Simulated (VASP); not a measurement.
# NbCu (Fm-3m) in VASP: further runs

The runs below take NbCu through single point, with r2SCAN50, LDA, PBEsol, RPBE, revPBE.

Everything below comes from runs of VASP 6.6.1. Logs are shortened: lines on timing, memory, paths and dates and some standing lists are left out, and cuts for length are marked.

**1. The cell of the first run**

The structure is cubic, space group Fm-3m (No. 225). The conventional cell has a = 5.124 Å, b = 5.124 Å, c = 5.124 Å, α = 90.00°, β = 90.00°, γ = 90.00°. Within 3.4 Å of Nb (site symmetry m-3m) lie 6 Cu at 2.56 Å. Cu (site symmetry m-3m) has 6 Nb at 2.56 Å within 3.4 Å.

**2. Single point, r2SCAN50**

POSCAR reads:

```
NbCu
1.0
    0.0000000000      2.5622100000      2.5622100000
    2.5622100000      0.0000000000      2.5622100000
    2.5622100000      2.5622100000      0.0000000000
Nb Cu
1 1
Direct
    0.0000000000      0.0000000000      0.0000000000
    0.5000000000      0.5000000000      0.5000000000
```

INCAR.step1 reads:

```
ALGO = Normal
EDIFF = 1E-5
ENCUT = 520
GGA = PE
ISIF = 2
ISMEAR = -1
LASPH = True
LCHARG = False
LREAL = False
LWAVE = True
NBANDS = 19
NELM = 60
PREC = Accurate
SIGMA = 0.05
```

INCAR.step2 reads:

```
AEXX = 0.5
ALGO = Normal
EDIFF = 1E-6
ENCUT = 520
ISIF = 2
ISMEAR = -1
ISTART = 1
LASPH = True
LCHARG = False
LHFCALC = True
LMIXTAU = True
LREAL = False
LWAVE = False
METAGGA = R2SCAN
NBANDS = 19
NELM = 60
PREC = Accurate
PRECFOCK = Normal
SIGMA = 0.05
```

KPOINTS reads:

```
k-points
0
Gamma
  5 5 5
```

Potentials or basis: VASP PAW PBE potentials, release 64 (Nb_sv, Cu).

The run is started by

```sh
$ cat potpaw_PBE.64/Nb_sv/POTCAR potpaw_PBE.64/Cu/POTCAR > POTCAR
$ cp INCAR.step1 INCAR
$ mpirun -np 1 vasp_std > vasp.out
$ cp INCAR.step2 INCAR
$ mpirun -np 1 vasp_std > vasp.out
```

OUTCAR:

```text
AEXX = 0.5
   EDIFF = 1E-6
   ENCUT = 520
   ISIF = 2
   ISMEAR = -1
   ISTART = 1
   LASPH = True
   LHFCALC = True
   LREAL = False
   METAGGA = R2SCAN
   NELM = 60
   PREC = Accurate
   PRECFOCK = Normal

 ion  position               nearest neighbor table
   1  0.000  0.000  0.000-   2 2.56   2 2.56   2 2.56   2 2.56   2 2.56   2 2.56
   2  0.500  0.500  0.500-   1 2.56   1 2.56   1 2.56   1 2.56   1 2.56   1 2.56

  LATTYP: Found a face centered cubic cell.
 ALAT       =     5.1244200000

  Lattice vectors:

 A1 = (   0.0000000000,   2.5622100000,   2.5622100000)
 A2 = (   2.5622100000,   0.0000000000,   2.5622100000)
 A3 = (   2.5622100000,   2.5622100000,   0.0000000000)

Analysis of symmetry for initial positions (statically):
=====================================================================
 Subroutine PRICEL returns:
 Original cell was already a primitive cell.

 Routine SETGRP: Setting up the symmetry group for a
 face centered cubic supercell.

 Subroutine GETGRP returns: Found 48 space group operations
 (whereof 48 operations were pure point group operations)
 out of a pool of 48 trial point group operations.

The static configuration has the point symmetry O_h .

Analysis of symmetry for dynamics (positions and initial velocities):
=====================================================================
 Subroutine PRICEL returns:
 Original cell was already a primitive cell.

 Routine SETGRP: Setting up the symmetry group for a
 face centered cubic supercell.

 Subroutine GETGRP returns: Found 48 space group operations
 (whereof 48 operations were pure point group operations)
 out of a pool of 48 trial point group operations.

The dynamic configuration has the point symmetry O_h .

 Subroutine INISYM returns: Found 48 space group operations
 (whereof 48 operations are pure point group operations),
 and found     1 'primitive' translations

----------------------------------------------------------------------------------------

                                     Primitive cell

  volume of cell :      33.6414

  direct lattice vectors                    reciprocal lattice vectors
     0.000000000  2.562210000  2.562210000    -0.195144036  0.195144036  0.195144036
     2.562210000  0.000000000  2.562210000     0.195144036 -0.195144036  0.195144036
     2.562210000  2.562210000  0.000000000     0.195144036  0.195144036 -0.195144036

  length of vectors
     3.623512132  3.623512132  3.623512132     0.337999385  0.337999385  0.337999385

  position of ions in fractional coordinates (direct lattice)
     0.000000000  0.000000000  0.000000000
     0.500000000  0.500000000  0.500000000

  ion indices of the primitive-cell ions
   primitive index   ion index
                 1           1
                 2           2

----------------------------------------------------------------------------------------

 KPOINTS: k-points

Automatic generation of k-mesh.
 Grid dimensions read from file:
 generate k-points for:    5    5    5

 Generating k-lattice:

  Cartesian coordinates                     Fractional coordinates (reciprocal lattice)
    -0.039028807  0.039028807  0.039028807     0.200000000  0.000000000  0.000000000
     0.039028807 -0.039028807  0.039028807     0.000000000  0.200000000  0.000000000
     0.039028807  0.039028807 -0.039028807     0.000000000  0.000000000  0.200000000

  Length of vectors
     0.067599877  0.067599877  0.067599877

  Shift w.r.t. Gamma in fractional coordinates (k-lattice)
     0.000000000  0.000000000  0.000000000

 Subroutine IBZKPT returns following result:
 ===========================================

 Found     10 irreducible k-points:

 Following reciprocal coordinates:
            Coordinates               Weight
  0.000000  0.000000  0.000000      1.000000
  0.200000  0.000000  0.000000      8.000000
  0.400000  0.000000  0.000000      8.000000
  0.200000  0.200000  0.000000      6.000000
  0.400000  0.200000  0.000000     24.000000
 -0.400000  0.200000  0.000000     24.000000
 -0.200000  0.200000  0.000000     12.000000
  0.400000  0.400000  0.000000      6.000000
 -0.400000  0.400000  0.000000     12.000000
 -0.400000  0.400000  0.200000     24.000000
   k-points           NKPTS =     10   k-points in BZ     NKDIM =    125   number of bands    NBANDS=     19
   number of dos      NEDOS =    301   number of ions     NIONS =      2
   total plane-waves  NPLWV =  21952
   dimension x,y,z NGX =    28 NGY =   28 NGZ =   28
   dimension x,y,z NGXF=    56 NGYF=   56 NGZF=   56
   ions per type =               1   1
   NGX,Y,Z   is equivalent  to a cutoff of  12.85, 12.85, 12.85 a.u.
   NGXF,Y,Z  is equivalent  to a cutoff of  25.69, 25.69, 25.69 a.u.
 SYSTEM =  unknown system
   PREC   = accura    normal or accurate (medium, high low for compatibility)
   ISTART =      1    job   : 0-new  1-cont  2-samecut
   ICHARG =      0    charge: 1-file 2-atom 10-const
   ISPIN  =      1    spin polarized calculation?
   LNONCOLLINEAR =      F non collinear calculations
   LSORBIT =      F    spin-orbit coupling
   LASPH  =      T    aspherical Exc in radial PAW
   ENCUT  =  520.0 eV  38.22 Ry    6.18 a.u.   6.74  6.74  6.74*2*pi/ulx,y,z
   NELM   =     60;   NELMIN=  2; NELMDL=  0     # of ELM steps
   EDIFF  = 0.1E-05   stopping-criterion for ELM
   LREAL  =      F    real-space projection
   EDIFFG = 0.1E-04   stopping-criterion for IOM
   NSW    =      0    number of steps for IOM
   IBRION =     -1    ionic relax: 0-MD 1-quasi-New 2-CG
   NFREE  =      0    steps in history (QN), initial steepest desc. (CG)
   ISIF   =      2    stress and relaxation
   ISYM   =      3    0-nonsym 1-usesym 2-fastsym
   POTIM  = 0.5000    time-step for ionic-motion
   TEBEG  =    0.0;   TEEND  =   0.0 temperature during run
   PSTRESS=    0.0 pullay stress
   NELECT =      24.0000    total number of electrons
   NUPDOWN=      -1.0000    fix difference up-down
   EMIN   =  10.00;   EMAX   =-10.00  energy-range for DOS
   EFERMI =   0.00;   METHOD = LEGACY
   ISMEAR =    -1;   SIGMA  =   0.05  broadening in eV -4-tet -1-fermi 0-gaus
   EFERMI_NEDOS =   21; number of points for ismear=-14 and -15
   IALGO  =     38    algorithm
   IMIX   =      1    mixing-type and parameters
     AMIX     =   0.40;   BMIX     =  1.00
     AMIX_MAG =   1.60;   BMIX_MAG =  1.00
  volume/ion in A,a.u.               =      16.82       113.51
  Fermi-wavevector in a.u.,A,eV,Ry     =   1.462808  2.764305 29.113827  2.139806
  Thomas-Fermi vector in A             =   2.578977
   LORBIT       =      0    0 simple, 1 ext, 2 COOP (PROOUT), +10 PAW based schemes
   METAGGA = R2SCAN    functional components
   LHFCALC =     T    Hartree Fock is set to
   PRECFOCK=normal    Normal, Fast or Accurate (Low or Medium for compatibility)
   ENCUT4O =  -1.0   cutoff for four orbital integrals eV
   NKREDX  =     1    reduce k-point grid by
   NKREDY  =     1    reduce k-point grid by
   NKREDZ  =     1    reduce k-point grid by
   AEXX    =    0.5000 exact exchange contribution
   HFSCREEN=    0.0000 screening length (either q_TF or 0.3 A-1)
   HFSCREENC=   0.0000 screening length for correlation (either q_TF or 0.3 A-1)
   ENCUTFOCK=  -1.0 apply spherical cutoff to Coloumb kernel
   IVDW    =     0    specifies the selected vdW correction
   LEPSILON=     F    determine dielectric tensor
   LRPA    =     F    only Hartree local field effects (RPA)
 non-spin polarized calculation
  energy-cutoff  :      520.00
  volume of cell :       33.64
 maximum number of plane-waves:       918
  NGX = 24; NGY = 24; NGZ = 24

 number of electron      23.9999991 magnetization

 Free energy of the ion-electron system (eV)
  ---------------------------------------------------
  ext. energy  EPLUGINS =         0.00000000
  ---------------------------------------------------
  free energy    TOTEN  =       -29.49233964 eV

  energy without entropy =      -29.48602724  energy(sigma->0) =      -29.48918344

 E-fermi :   8.1470     XC(G=0):  -7.1678

 val. band max:        7.0660805816   @ k =  -0.2000   0.2000   0.0000
 cond. band min:       8.1826349807   @ k =  -0.2000   0.2000   0.0000
 fundamental gap:      1.1165543991
 Fermi energy:         8.1470475706

 k-point     1 :       0.0000    0.0000    0.0000
  band No.  band energies     occupation
      1     -56.7448      2.00000
      2     -29.4648      2.00000
      3     -29.4648      2.00000
      4     -29.4648      2.00000
      5      -2.0711      2.00000
      6       0.5032      2.00000
[... 11 lines left out ...]
     18      19.7897      0.00000
     19      19.7897      0.00000

 k-point     2 :       0.2000    0.0000    0.0000
  band No.  band energies     occupation
      1     -56.7347      2.00000
      2     -29.5708      2.00000
      3     -29.4818      2.00000
      4     -29.4818      2.00000
      5      -1.0031      2.00000
      6       0.6288      2.00000
[... 11 lines left out ...]
     18      21.7282      0.00000
     19      21.7283      0.00000

 k-point     3 :       0.4000    0.0000    0.0000
  band No.  band energies     occupation
      1     -56.7179      2.00000
      2     -29.7443      2.00000
      3     -29.5067      2.00000
      4     -29.5067      2.00000
      5       0.6625      2.00000
      6       1.1335      2.00000
[... 11 lines left out ...]
     18      22.8822      0.00000
     19      22.8822      0.00000

 k-point     4 :       0.2000    0.2000    0.0000
  band No.  band energies     occupation
      1     -56.7315      2.00000
      2     -29.5745      2.00000
      3     -29.4994      2.00000
      4     -29.4994      2.00000
      5      -0.7872      2.00000
      6       0.3577      2.00000
[... 99 lines left out ...]
     18      17.8816      0.00000
     19      23.4338      0.00000

 k-point     9 :      -0.4000    0.4000    0.0000
  band No.  band energies     occupation
      1     -56.7070      2.00000
      2     -29.7152      2.00000
      3     -29.6106      2.00000
      4     -29.5510      2.00000
      5       0.1772      2.00000
      6       1.1472      2.00000
[... 11 lines left out ...]
     18      17.1141      0.00000
     19      23.6970      0.00000

 k-point    10 :      -0.4000    0.4000    0.2000
  band No.  band energies     occupation
      1     -56.7088      2.00000
      2     -29.6920      2.00000
      3     -29.6140      2.00000
      4     -29.5555      2.00000
      5       0.4961      2.00000
      6       0.9319      2.00000
[... 11 lines left out ...]
     18      18.6086      0.00000
     19      24.9756      0.00000

------------------------ aborting loop because EDIFF is reached ----------------------------------------

  FORCE on cell =-STRESS in cart. coord.  units (eV):
  Direction    XX          YY          ZZ          XY          YZ          ZX
  --------------------------------------------------------------------------------------
  -------------------------------------------------------------------------------------
  Total       -1.5820825     -1.5820825     -1.5820825      0.0000000      0.0000000      0.0000000
  in kB      -75.3469271    -75.3469271    -75.3469271      0.0000000      0.0000000      0.0000000
  external PRESSURE =     -75.3469271 kB  Pullay stress =       0.0000000 kB

 VOLUME and BASIS-vectors are now :
 -----------------------------------------------------------------------------
  energy-cutoff  :      520.00
  volume of cell :       33.64
      direct lattice vectors                 reciprocal lattice vectors
     0.000000000  2.562210000  2.562210000    -0.195144036  0.195144036  0.195144036
     2.562210000  0.000000000  2.562210000     0.195144036 -0.195144036  0.195144036
     2.562210000  2.562210000  0.000000000     0.195144036  0.195144036 -0.195144036

 POSITION                                       TOTAL-FORCE (eV/Angst)
 -----------------------------------------------------------------------------------
      0.00000      0.00000      0.00000        -0.000000     -0.000000      0.000000
      2.56221      2.56221      2.56221         0.000000      0.000000     -0.000000
 -----------------------------------------------------------------------------------
    total drift:                               -0.000000     -0.000001      0.000000

  FREE ENERGIE OF THE ION-ELECTRON SYSTEM (eV)
  ---------------------------------------------------
  free  energy   TOTEN  =       -29.4923396360 eV

  energy  without entropy=      -29.4860272414  energy(sigma->0) =      -29.48918344
```

Wall time 46 min (1 thread of AMD EPYC 7R13 (Zen 3), shared host); peak memory 0.15 GiB.

Results:

* Free energy: -29.4923 eV
* Pressure: -7.5 GPa
* Band gap on the k mesh: zero (bands 12 and 13 overlap by 4.12 eV)

Caveat: the k points lie up to 0.42 Å⁻¹ apart, too coarse for converged energies and pressures of a metal; the PAW data sets were made with another functional, which shifts forces and pressure a little.

(Continued in part 2 of 2.)
